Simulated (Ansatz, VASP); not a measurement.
**Ni in VASP and in Ansatz**

File POSCAR:

```
Ni
1.0
    0.0000000000      1.7047240000      1.7047240000
    1.7047240000      0.0000000000      1.7047240000
    1.7047240000      1.7047240000      0.0000000000
Ni
1
Direct
    0.0000000000      0.0000000000      0.0000000000
```

File INCAR.step1:

```
PREC = Accurate ; ENCUT = 520
ISMEAR = 1 ; SIGMA = 0.0173
LREAL = F ; LASPH = T
NELM = 60 ; NBANDS = 11
GGA = PE ; ALGO = Normal
EDIFF = 1E-4 ; LWAVE = T
LCHARG = F
```

INCAR.step2

```
PREC = Accurate ; ENCUT = 520
EDIFF = 1E-6 ; ISMEAR = 1
SIGMA = 0.0173 ; LREAL = F
LASPH = T ; NELM = 60
ALGO = Normal ; ISIF = 2
LWAVE = F ; LCHARG = F
METAGGA = R2SCAN ; LMIXTAU = T
NBANDS = 11 ; ISTART = 1
```

The input KPOINTS:

```
regular mesh
0
Gamma
  13 13 13
```

Input for Ansatz:

```yaml
crystal:
  lattice:
    - [0.0, 1.704724, 1.704724]
    - [1.704724, 0.0, 1.704724]
    - [1.704724, 1.704724, 0.0]
  atoms:
    - { symbol: Ni, position: [0.0, 0.0, 0.0] }
  symmetry: { tolerance: 0.0003 }
kpoints:
  mp_grid: { grid: [13, 13, 13], shift: [0, 0, 0] }
  band_path:
    path:
      - [0.375, 0.375, 0.75]
      - [0.0, 0.0, 0.0]
      - [0.5, 0.5, 0.5]
      - [0.5, 0.25, 0.75]
      - [0.5, 0.0, 0.5]
    npoints: 13
magnetization:
  spin_polarized: false
scf:
  occupations: { method: cold, width: 0.0173 }
  lower_state_search: "off"
  max_iter: 200
hamiltonian:
  pseudopotentials: { kind: paw }
  xc: r2scan
basis:
  ecutwfc: 500
  fft_grid_basis: typed
output:
  forces: true
  stress: true
  eigenvalues: true
  bader: true
  populations: true
  elf: true
  write_potential: true
  volumetric_format: npy
  dos:
    e_range: [-12, 8]
    de: 0.05
    projected: { site_lists: { Ni: [Ni] } }
checkpoint:
  read: saved_state
```

Alike in both runs: task single point; functional r2SCAN; k mesh 13 × 13 × 13; no spin polarisation.

|  | VASP | Ansatz |
| --- | --- | --- |
| version | VASP 6.6.1 | Ansatz 0.2.0 |
| potentials or method | VASP PAW PBE potentials, release 64 (Ni), cutoff 520 eV | PAW plane waves |
| occupations | methfessel-paxton of order 1, width 0.0173 eV | cold, width 0.0173 eV |
| valence electrons in the cell | 10 | 18 |

|  | VASP | Ansatz | Ansatz less VASP |
| --- | --- | --- | --- |
| pressure (GPa) | 12.6 | 12.2 | -0.47 |

VASP's potentials were made for PBE, not for r2SCAN. VASP's potentials hold 10 valence electrons a cell and Ansatz's 18, so a difference there can come from the potentials and not from the codes.
